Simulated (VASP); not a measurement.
Wanted: the native input for a VASP 6.6.1 run.

```yaml
Task: single point
Functional: PBEsol
Potentials_or_basis: VASP PAW PBE potentials, release 64 (Mo_sv, S)
Cutoff: 520 eV
k_mesh: 10 × 10 × 2
Occupations: fermi-dirac, width 0.05 eV
Spin: no spin polarisation
Dipole_correction: no
Further_INCAR_settings: ALGO = Normal; EDIFF = 1e-07; NBANDS = 35
```

The structure of MoS2 lies in POSCAR:

```
MoS2
1.0
    3.0677894592      0.0000000000      0.0000000000
   -1.5338947296      2.6567836051      0.0000000000
    0.0000000000      0.0000000000     11.3315718877
Mo S
2 4
Direct
    0.3333333333      0.6666666667      0.7501038402
    0.6666666667      0.3333333333      0.2498961598
    0.6666666667      0.3333333333      0.6117806678
    0.3333333333      0.6666666667      0.1115711955
    0.6666666667      0.3333333333      0.8884288045
    0.3333333333      0.6666666667      0.3882193322
```

The input as run:

INCAR

```
  PREC = Accurate
  ENCUT = 520
  EDIFF = 1E-7
  ISMEAR = -1
  SIGMA = 0.05
  LREAL = False
  LASPH = True
  NELM = 60
  ALGO = Normal
  ISIF = 2
  LWAVE = False
  LCHARG = False
  GGA = PS
  NBANDS = 35
```

KPOINTS

```
regular mesh
0
Gamma
  10 10 2
```

Potentials or basis: VASP PAW PBE potentials, release 64 (Mo_sv, S).

Command:

```sh
$ cat potpaw_PBE.64/Mo_sv/POTCAR potpaw_PBE.64/S/POTCAR > POTCAR
$ mpirun -np 1 vasp_std > vasp.out
```

Results of the run:

| Property | Result |
| --- | --- |
| Pressure | 10.0 GPa |
| Largest force | 0.010 eV/Å |
| Band gap on the k mesh | 0.34 eV (least direct gap 1.90 eV) |

Caveat: the cell stands under pressure; semilocal functionals underestimate gaps, and a narrow one can read as zero; the PAW data sets were made with another functional, which shifts forces and pressure a little.

Run time: 38 s on 1 thread of Intel(R) Xeon(R) 6975P-C (Granite Rapids) (shared host), peak memory 0.24 GiB.
